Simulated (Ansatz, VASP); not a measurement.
## HgTe in VASP and in Ansatz

INCAR

```
  PREC = Accurate
  ENCUT = 520
  EDIFF = 1E-6
  ISMEAR = -1
  SIGMA = 0.05
  LREAL = F
  LASPH = T
  NELM = 60
  ALGO = Normal
  ISIF = 2
  LWAVE = F
  LCHARG = T
  GGA = PS
  LELF = T
  LVHAR = T
  NBANDS = 16
```

File KPOINTS:

```
regular mesh
0
Gamma
  6 6 6
```

POSCAR

```
HgTe
1.0
    0.0000000000      3.2145000000      3.1502100000
    3.2145000000      0.0000000000      3.1502100000
    3.2145000000      3.2145000000      0.0000000000
Hg Te
1 1
Direct
    0.0000000000      0.0000000000      0.0000000000
    0.7500000000      0.7500000000      0.7500000000
```

input.yaml

```yaml
crystal:
  lattice:
    - [0.0, 3.2145, 3.15021]
    - [3.2145, 0.0, 3.15021]
    - [3.2145, 3.2145, 0.0]
  atoms:
    - { symbol: Hg, position: [0.0, 0.0, 0.0] }
    - { symbol: Te, position: [0.75, 0.75, 0.75] }
hamiltonian:
  xc: pbesol
  pseudopotentials: { kind: paw }
kpoints:
  mp_grid: { grid: [6, 6, 6] }
scf:
  occupations: { method: fermi_dirac, width: 0.05 }
output:
  forces: true
  stress: true
  eigenvalues: true
```

Alike in both runs: task single point; functional PBEsol; k mesh 6 × 6 × 6; occupations fermi-dirac, width 0.05 eV; no spin polarisation.

```csv
,VASP,Ansatz
version,VASP 6.6.1,Ansatz 0.2.0
potentials or method,"VASP PAW PBE potentials, release 64 (Hg, Te)",Ansatz PAW
plane-wave cutoff (eV),520,420
valence electrons in the cell,18,36
```

Ansatz gave:

```
gap on the k mesh at the Fermi level (eV)                     : 0.07
least direct gap on the mesh (eV)                             : 0.07
pressure (GPa)                                                : 2.9
traceless stress, the component that is largest in VASP (GPa) : 0.16
```

Question: Which values does VASP return?

Answer: gap on the k mesh at the Fermi level (eV): 0.07; least direct gap on the mesh (eV): 0.07; pressure (GPa): 3.0; traceless stress, the component that is largest in VASP (GPa): 0.16.

VASP's potentials were made for PBE, not for PBEsol. The functional is the same, so the differences come from potentials, cutoffs and numerics. VASP's potentials hold 18 valence electrons a cell and Ansatz's 36, so a difference there can come from the potentials and not from the codes.

Neither program's run includes spin-orbit coupling.
